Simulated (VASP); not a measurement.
# Sr3W4 (Pm-3m) in VASP: a series of runs, part 2 of 3

VASP 6.6.1. The steps go on from the part before.

### 4 Relaxation of cell and atoms, PBE

This run uses another cell than the first one, of 28.75 Å³/atom, 1.008 times its volume.

INCAR

```
PREC     = Accurate       # precision mode
ENCUT    = 600            # plane-wave cutoff, eV
EDIFF    = 1E-6           # SCF threshold, eV
ISMEAR   = 0              # smearing method
SIGMA    = 0.1            # smearing width, eV
LREAL    = False          # projectors in reciprocal space
LASPH    = True           # aspherical terms in the spheres
NELM     = 100            # most SCF steps
ALGO     = Normal         # electronic algorithm
ISIF     = 3              # what is computed and relaxed
LWAVE    = False          # write WAVECAR
LCHARG   = False          # write CHGCAR
GGA      = PE             # functional
IBRION   = 2              # ionic algorithm
NSW      = 100            # ionic steps
EDIFFG   = -0.01          # ionic threshold
```

KPOINTS

```
Automatic mesh
0
Gamma
  6 6 6
```

POSCAR

```
Sr3W4
1.0
    5.8604880521      0.0000000000      0.0000000000
    0.0000000000      5.8604880521      0.0000000000
    0.0000000000      0.0000000000      5.8604880521
Sr W
3 4
Direct
    0.5000000000      0.5000000000      0.0000000000
    0.0000000000      0.5000000000      0.5000000000
    0.5000000000      0.0000000000      0.5000000000
    0.5000000000      0.5000000000      0.5000000000
    0.5000000000      0.0000000000      0.0000000000
    0.0000000000      0.5000000000      0.0000000000
    0.0000000000      0.0000000000      0.5000000000
```

Potentials or basis: VASP PAW PBE potentials, release 64 (Sr_sv, W_sv).

On the command line:

```console
$ cat potpaw_PBE.64/Sr_sv/POTCAR potpaw_PBE.64/W_sv/POTCAR > POTCAR
$ mpirun -np 1 vasp_std > vasp.out
```

OUTCAR:

```text
PREC = Accurate
   ENCUT = 600
   EDIFF = 1E-6
   ISMEAR = 0
   LREAL = False
   LASPH = True
   NELM = 100
   ISIF = 3
   GGA = PE
   IBRION = 2
   NSW = 100
   EDIFFG = -0.01

 ion  position               nearest neighbor table
   1  0.500  0.500  0.000-   4 2.93   5 2.93   6 2.93   4 2.93   5 2.93   6 2.93   3 4.14   3 4.14
                             3 4.14   2 4.14   3 4.14   2 4.14   2 4.14   2 4.14
   2  0.000  0.500  0.500-   4 2.93   6 2.93   7 2.93   6 2.93   7 2.93   4 2.93   3 4.14   3 4.14
                             1 4.14   1 4.14   3 4.14   1 4.14   1 4.14   3 4.14
   3  0.500  0.000  0.500-   4 2.93   5 2.93   7 2.93   5 2.93   4 2.93   7 2.93   2 4.14   1 4.14
                             2 4.14   1 4.14   1 4.14   2 4.14   1 4.14   2 4.14
   4  0.500  0.500  0.500-   1 2.93   2 2.93   3 2.93   1 2.93   3 2.93   2 2.93
   5  0.500  0.000  0.000-   1 2.93   3 2.93   3 2.93   1 2.93
   6  0.000  0.500  0.000-   1 2.93   2 2.93   2 2.93   1 2.93
   7  0.000  0.000  0.500-   2 2.93   3 2.93   2 2.93   3 2.93

  LATTYP: Found a simple cubic cell.
 ALAT       =     5.8604880521

  Lattice vectors:

 A1 = (   5.8604880521,   0.0000000000,   0.0000000000)
 A2 = (   0.0000000000,   5.8604880521,   0.0000000000)
 A3 = (   0.0000000000,   0.0000000000,   5.8604880521)

Analysis of symmetry for initial positions (statically):
=====================================================================
 Subroutine PRICEL returns:
 Original cell was already a primitive cell.

 Routine SETGRP: Setting up the symmetry group for a
 simple cubic supercell.

 Subroutine GETGRP returns: Found 48 space group operations
 (whereof 48 operations were pure point group operations)
 out of a pool of 48 trial point group operations.

The static configuration has the point symmetry O_h .

Analysis of symmetry for dynamics (positions and initial velocities):
=====================================================================
 Subroutine PRICEL returns:
 Original cell was already a primitive cell.

 Routine SETGRP: Setting up the symmetry group for a
 simple cubic supercell.

 Subroutine GETGRP returns: Found 48 space group operations
 (whereof 48 operations were pure point group operations)
 out of a pool of 48 trial point group operations.

The dynamic configuration has the point symmetry O_h .

 Subroutine INISYM returns: Found 48 space group operations
 (whereof 48 operations are pure point group operations),
 and found     1 'primitive' translations

----------------------------------------------------------------------------------------

                                     Primitive cell

  volume of cell :     201.2803

  direct lattice vectors                    reciprocal lattice vectors
     5.860488052  0.000000000  0.000000000     0.170634253  0.000000000  0.000000000
[... 136 lines left out ...]
  ---------------------------------------------------
  ext. energy  EPLUGINS =         0.00000000
  ---------------------------------------------------
  free energy    TOTEN  =       -31.06201760 eV

  energy without entropy =      -30.97443281  energy(sigma->0) =      -31.01822521

------------------------ aborting loop because EDIFF is reached ----------------------------------------

  FORCE on cell =-STRESS in cart. coord.  units (eV):
  Direction    XX          YY          ZZ          XY          YZ          ZX
  --------------------------------------------------------------------------------------
  -------------------------------------------------------------------------------------
  Total        0.0819650      0.0819650      0.0819650      0.0000000     -0.0000000      0.0000000
  in kB        0.6524359      0.6524359      0.6524359      0.0000000     -0.0000000      0.0000000
  external PRESSURE =       0.6524359 kB  Pullay stress =       0.0000000 kB

 VOLUME and BASIS-vectors are now :
 -----------------------------------------------------------------------------
  energy-cutoff  :      600.00
  volume of cell :      201.28
      direct lattice vectors                 reciprocal lattice vectors
     5.860488052  0.000000000  0.000000000     0.170634253  0.000000000  0.000000000
     0.000000000  5.860488052  0.000000000     0.000000000  0.170634253  0.000000000
     0.000000000  0.000000000  5.860488052     0.000000000  0.000000000  0.170634253

 POSITION                                       TOTAL-FORCE (eV/Angst)
 -----------------------------------------------------------------------------------
      2.93024      2.93024      0.00000         0.000000      0.000000      0.000000
      0.00000      2.93024      2.93024         0.000000      0.000000      0.000000
      2.93024      0.00000      2.93024         0.000000      0.000000      0.000000
      2.93024      2.93024      2.93024         0.000000      0.000000      0.000000
      2.93024      0.00000      0.00000         0.000000      0.000000      0.000000
      0.00000      2.93024      0.00000         0.000000      0.000000      0.000000
      0.00000      0.00000      2.93024         0.000000      0.000000      0.000000
 -----------------------------------------------------------------------------------
    total drift:                                0.000000      0.000000      0.000000

  FREE ENERGIE OF THE ION-ELECTRON SYSTEM (eV)
  ---------------------------------------------------
  free  energy   TOTEN  =       -31.0620176030 eV

  energy  without entropy=      -30.9744328073  energy(sigma->0) =      -31.01822521

--------------------------------------- Ionic step        2  -------------------------------------------

 number of electron      86.0000018 magnetization

 Free energy of the ion-electron system (eV)
  ---------------------------------------------------
  ext. energy  EPLUGINS =         0.00000000
  ---------------------------------------------------
  free energy    TOTEN  =       -31.06211007 eV

  energy without entropy =      -30.97400969  energy(sigma->0) =      -31.01805988

 E-fermi :   3.6133     XC(G=0):  -9.9560

 val. band max:        3.6081856283   @ k =   0.5000   0.3333   0.0000
 cond. band min:       3.6373088718   @ k =   0.5000   0.3333   0.0000
 fundamental gap:      0.0291232435
 Fermi energy:         3.6132999509

 k-point     1 :       0.0000    0.0000    0.0000
  band No.  band energies     occupation
      1     -70.4477      2.00000
      2     -70.4474      2.00000
      3     -70.4474      2.00000
      4     -70.0284      2.00000
      5     -34.7249      2.00000
      6     -34.7249      2.00000
[... 1069 lines left out ...]
     50       4.5147      0.00000
     51       4.5421      0.00000

------------------------ aborting loop because EDIFF is reached ----------------------------------------

  FORCE on cell =-STRESS in cart. coord.  units (eV):
  Direction    XX          YY          ZZ          XY          YZ          ZX
  --------------------------------------------------------------------------------------
  -------------------------------------------------------------------------------------
  Total        0.0261120      0.0261120      0.0261120     -0.0000000      0.0000000     -0.0000000
  in kB        0.2074975      0.2074975      0.2074975     -0.0000000      0.0000000     -0.0000000
  external PRESSURE =       0.2074975 kB  Pullay stress =       0.0000000 kB

 VOLUME and BASIS-vectors are now :
 -----------------------------------------------------------------------------
  energy-cutoff  :      600.00
  volume of cell :      201.62
      direct lattice vectors                 reciprocal lattice vectors
     5.863798567  0.000000000  0.000000000     0.170537918 -0.000000000  0.000000000
     0.000000000  5.863798567  0.000000000    -0.000000000  0.170537918  0.000000000
    -0.000000000 -0.000000000  5.863798567    -0.000000000 -0.000000000  0.170537918

 POSITION                                       TOTAL-FORCE (eV/Angst)
 -----------------------------------------------------------------------------------
      2.93190      2.93190      0.00000        -0.000000      0.000000      0.000000
     -0.00000      2.93190      2.93190         0.000000      0.000000      0.000000
      2.93190      0.00000      2.93190         0.000000     -0.000000      0.000000
      2.93190      2.93190      2.93190         0.000000      0.000000      0.000000
      2.93190      0.00000      0.00000         0.000000      0.000000      0.000000
      0.00000      2.93190      0.00000         0.000000      0.000000      0.000000
     -0.00000     -0.00000      2.93190        -0.000000      0.000000      0.000000
 -----------------------------------------------------------------------------------
    total drift:                                0.000000      0.000000      0.000000

  FREE ENERGIE OF THE ION-ELECTRON SYSTEM (eV)
  ---------------------------------------------------
  free  energy   TOTEN  =       -31.0621100655 eV

  energy  without entropy=      -30.9740096905  energy(sigma->0) =      -31.01805988

 reached required accuracy - stopping structural energy minimisation
```

It took 6.7 min on 1 thread of Intel Xeon Platinum 8488C (Sapphire Rapids), shared host; peak memory 0.45 GiB.

What came out:

```yaml
Free_energy: -31.0621 eV
Relaxed_volume: 28.80 Å³/atom
Relaxed_cell: a = 5.864 Å, b = 5.864 Å, c = 5.864 Å, α = 90.00°, β = 90.00°, γ = 90.00°
Space_group_after_relaxing_to_0.05_Å: Pm-3m (No. 221)
Energy_gained_by_relaxing: 0.0 meV/atom
Ionic_steps: 2
Pressure_after_relaxing: 0.0 GPa
Band_gap_on_the_k_mesh: zero (band 43 reaches 3.83 eV, above the bottom of band 44 at 3.21 eV)
```

Final structure:
```
Sr W
1.0
     5.86380    0.00000    0.00000
     0.00000    5.86380    0.00000
     0.00000    0.00000    5.86380
Sr W
3 4
Direct
  0.50000 0.50000 0.00000
  0.00000 0.50000 0.50000
  0.50000 0.00000 0.50000
  0.50000 0.50000 0.50000
  0.50000 0.00000 0.00000
  0.00000 0.50000 0.00000
  0.00000 0.00000 0.50000
```

Levels at points of the mesh, in eV from the Fermi level:
```tsv
k point	band 42	band 43	band 44	band 45	band 46	band 47
(0.00, 0.00, 0.00)	-0.41	-0.41	-0.40	0.99	0.99	0.99
(0.50, 0.00, 0.00)	-0.13	-0.06	-0.06	0.18	0.18	0.24
(0.50, 0.50, 0.00)	0.04	0.22	0.22	0.44	0.44	0.59
(0.50, 0.50, 0.50)	0.20	0.20	0.20	0.85	0.85	0.85
```

Caveat: spin-orbit coupling is left out, which moves the levels of the heavy elements.

### 5 Single point, PBE

INCAR

```
SYSTEM = Sr3W4
ALGO     = Normal         ! electronic algorithm
EDIFF    = 1E-6           ! SCF threshold, eV
ENCUT    = 500            ! plane-wave cutoff, eV
GGA      = PE             ! functional
GGA_COMPAT= .False.      
ISIF     = 2              ! what is computed and relaxed
ISMEAR   = 0              ! smearing method
LASPH    = .True.         ! aspherical terms in the spheres
LCHARG   = .False.        ! write CHGCAR
LREAL    = .False.        ! projectors in reciprocal space
LWAVE    = .False.        ! write WAVECAR
NBANDS   = 52             ! bands
NELM     = 120            ! most SCF steps
PREC     = Accurate       ! precision mode
SIGMA    = 0.1            ! smearing width, eV
```

KPOINTS

```
k-points
0
Gamma
  4 4 4
  0 0 0
```

Changes to POSCAR since step 4:

```diff
@@ -2,5 +2,5 @@
 1.0
-    5.8604880521      0.0000000000      0.0000000000
-    0.0000000000      5.8604880521      0.0000000000
-    0.0000000000      0.0000000000      5.8604880521
+    5.8457441518      0.0000000000      0.0000000000
+    0.0000000000      5.8457441518      0.0000000000
+    0.0000000000      0.0000000000      5.8457441518
 Sr W
```

Potentials or basis: VASP PAW PBE potentials, release 64 (Sr_sv, W_sv).

On the command line:

```console
$ cat potpaw_PBE.64/Sr_sv/POTCAR potpaw_PBE.64/W_sv/POTCAR > POTCAR
$ mpirun -np 1 vasp_std > vasp.out
```

OUTCAR:

```text
SYSTEM = Sr3W4
   EDIFF = 1E-6
   ENCUT = 500
   GGA = PE
   ISIF = 2
   ISMEAR = 0
   LASPH = .True.
   LREAL = .False.
   NELM = 120
   PREC = Accurate

 ion  position               nearest neighbor table
   1  0.500  0.500  0.000-   4 2.92   5 2.92   6 2.92   4 2.92   5 2.92   6 2.92   3 4.13   3 4.13
                             3 4.13   2 4.13   3 4.13   2 4.13   2 4.13   2 4.13
   2  0.000  0.500  0.500-   4 2.92   6 2.92   7 2.92   6 2.92   7 2.92   4 2.92   3 4.13   3 4.13
                             1 4.13   1 4.13   3 4.13   1 4.13   1 4.13   3 4.13
   3  0.500  0.000  0.500-   4 2.92   5 2.92   7 2.92   5 2.92   4 2.92   7 2.92   2 4.13   1 4.13
                             2 4.13   1 4.13   1 4.13   2 4.13   1 4.13   2 4.13
   4  0.500  0.500  0.500-   1 2.92   2 2.92   3 2.92   1 2.92   3 2.92   2 2.92
   5  0.500  0.000  0.000-   1 2.92   3 2.92   3 2.92   1 2.92
   6  0.000  0.500  0.000-   1 2.92   2 2.92   2 2.92   1 2.92
   7  0.000  0.000  0.500-   2 2.92   3 2.92   2 2.92   3 2.92

  LATTYP: Found a simple cubic cell.
 ALAT       =     5.8457441518

  Lattice vectors:

 A1 = (   5.8457441518,   0.0000000000,   0.0000000000)
 A2 = (   0.0000000000,   5.8457441518,   0.0000000000)
 A3 = (   0.0000000000,   0.0000000000,   5.8457441518)

Analysis of symmetry for initial positions (statically):
=====================================================================
 Subroutine PRICEL returns:
 Original cell was already a primitive cell.

 Routine SETGRP: Setting up the symmetry group for a
 simple cubic supercell.

 Subroutine GETGRP returns: Found 48 space group operations
 (whereof 48 operations were pure point group operations)
 out of a pool of 48 trial point group operations.

The static configuration has the point symmetry O_h .

Analysis of symmetry for dynamics (positions and initial velocities):
=====================================================================
 Subroutine PRICEL returns:
 Original cell was already a primitive cell.

 Routine SETGRP: Setting up the symmetry group for a
[... 126 lines left out ...]
   GGA     = PE    functional components
   LHFCALC =     F    Hartree Fock is set to
   AEXX    =    0.0000 exact exchange contribution
   IVDW    =     0    specifies the selected vdW correction
   LEPSILON=     F    determine dielectric tensor
   LRPA    =     F    only Hartree local field effects (RPA)
 non-spin polarized calculation
 Gauss-broadening in eV      SIGMA  =   0.10
  energy-cutoff  :      500.00
  volume of cell :      199.77
 maximum number of plane-waves:      5112
 NGX is ok and might be reduce to    48
   NGX = 21   NGY = 21   NGZ = 21

 number of electron      86.0000009 magnetization

 Free energy of the ion-electron system (eV)
  ---------------------------------------------------
  ext. energy  EPLUGINS =         0.00000000
  ---------------------------------------------------
  free energy    TOTEN  =       -31.04791182 eV

  energy without entropy =      -30.93686001  energy(sigma->0) =      -30.99238591

 E-fermi :   3.6419     XC(G=0):  -9.9963

 val. band max:        3.6288913744   @ k =   0.5000   0.5000   0.2500
 cond. band min:       3.6635395864   @ k =   0.2500   0.2500   0.2500
 fundamental gap:      0.0346482120
 Fermi energy:         3.6419254019

 k-point     1 :       0.0000    0.0000    0.0000
  band No.  band energies     occupation
      1     -70.3830      2.00000
      2     -70.3828      2.00000
      3     -70.3828      2.00000
      4     -69.9984      2.00000
      5     -34.6973      2.00000
      6     -34.6973      2.00000
[... 539 lines left out ...]
     51       4.6114      0.00000
     52       4.6114      0.00000

------------------------ aborting loop because EDIFF is reached ----------------------------------------

  FORCE on cell =-STRESS in cart. coord.  units (eV):
  Direction    XX          YY          ZZ          XY          YZ          ZX
  --------------------------------------------------------------------------------------
  -------------------------------------------------------------------------------------
  Total        0.8264975      0.8264975      0.8264975     -0.0000000     -0.0000000     -0.0000000
  in kB        6.6287661      6.6287661      6.6287661     -0.0000000     -0.0000000     -0.0000000
  external PRESSURE =       6.6287661 kB  Pullay stress =       0.0000000 kB

 VOLUME and BASIS-vectors are now :
 -----------------------------------------------------------------------------
  energy-cutoff  :      500.00
  volume of cell :      199.77
      direct lattice vectors                 reciprocal lattice vectors
     5.845744152  0.000000000  0.000000000     0.171064620  0.000000000  0.000000000
     0.000000000  5.845744152  0.000000000     0.000000000  0.171064620  0.000000000
     0.000000000  0.000000000  5.845744152     0.000000000  0.000000000  0.171064620

 POSITION                                       TOTAL-FORCE (eV/Angst)
 -----------------------------------------------------------------------------------
      2.92287      2.92287      0.00000         0.000000      0.000000      0.000000
      0.00000      2.92287      2.92287         0.000000      0.000000      0.000000
      2.92287      0.00000      2.92287         0.000000      0.000000      0.000000
      2.92287      2.92287      2.92287         0.000000      0.000000      0.000000
      2.92287      0.00000      0.00000         0.000000      0.000000      0.000000
      0.00000      2.92287      0.00000         0.000000      0.000000      0.000000
      0.00000      0.00000      2.92287         0.000000      0.000000      0.000000
 -----------------------------------------------------------------------------------
    total drift:                                0.000000      0.000000      0.000000

  FREE ENERGIE OF THE ION-ELECTRON SYSTEM (eV)
  ---------------------------------------------------
  free  energy   TOTEN  =       -31.0479118160 eV

  energy  without entropy=      -30.9368600122  energy(sigma->0) =      -30.99238591
```

OSZICAR:

```text
N       E                     dE             d eps       ncg     rms          rms(c)
DAV:   1     0.931424629465E+03    0.93142E+03   -0.48408E+04  1112   0.162E+03
DAV:   2     0.234183865272E+02   -0.90801E+03   -0.89048E+03  1152   0.480E+02
DAV:   3    -0.342297485174E+02   -0.57648E+02   -0.55727E+02  1592   0.103E+02
DAV:   4    -0.379905959242E+02   -0.37608E+01   -0.36465E+01  1608   0.196E+01
DAV:   5    -0.381719623627E+02   -0.18137E+00   -0.17894E+00  1648   0.378E+00    0.642E+01
DAV:   6    -0.453247110385E+02   -0.71527E+01   -0.11616E+02  1400   0.273E+01    0.275E+01
DAV:   7    -0.396233429942E+02    0.57014E+01   -0.15718E+02  1292   0.226E+01    0.277E+01
DAV:   8    -0.316000569178E+02    0.80233E+01   -0.31597E+01  1252   0.142E+01    0.149E+01
DAV:   9    -0.309942513250E+02    0.60581E+00   -0.49601E+00  1424   0.619E+00    0.411E+00
DAV:  10    -0.310618650462E+02   -0.67614E-01   -0.60601E-01  1540   0.156E+00    0.210E+00
DAV:  11    -0.311467199698E+02   -0.84855E-01   -0.79306E-01  1288   0.188E+00    0.278E+00
DAV:  12    -0.310495365445E+02    0.97183E-01   -0.37412E-01  1372   0.130E+00    0.513E-01
DAV:  13    -0.310496705287E+02   -0.13398E-03   -0.83460E-03  1436   0.239E-01    0.396E-01
DAV:  14    -0.310479260324E+02    0.17445E-02   -0.56727E-03  1340   0.160E-01    0.620E-02
DAV:  15    -0.310479161909E+02    0.98415E-05   -0.24594E-04  1364   0.452E-02    0.265E-02
DAV:  16    -0.310479298415E+02   -0.13651E-04   -0.93028E-05  1292   0.262E-02    0.403E-02
DAV:  17    -0.310479118118E+02    0.18030E-04   -0.58671E-05  1272   0.172E-02    0.533E-03
DAV:  18    -0.310479118160E+02   -0.42110E-08   -0.19134E-06   948   0.396E-03
   1 F= -.31047912E+02 E0= -.30992386E+02  d E =-.111052E+00
```

stdout:

```text
POSCAR found type information on POSCAR SrW
 POSCAR found :  2 types and       7 ions
 scaLAPACK will be used
 LDA part: xc-table for (Slater+PW92), standard interpolation
 POSCAR, INCAR and KPOINTS ok, starting setup
 FFT: planning ... GRIDC
 FFT: planning ... GRID_SOFT
 FFT: planning ... GRID
 WAVECAR not read
 entering main loop
```

Run time: 2.2 min. Hardware: 1 thread of Intel Xeon Platinum 8488C (Sapphire Rapids), shared host; peak memory 0.35 GiB.

Results:

```yaml
Free_energy: -31.0479 eV
Pressure: 0.7 GPa
Band_gap_on_the_k_mesh: zero (band 43 reaches 3.89 eV, above the bottom of band 44 at 3.26 eV)
```

Caveat: spin-orbit coupling is left out, which moves the levels of the heavy elements.

[end of part 2 of 3]
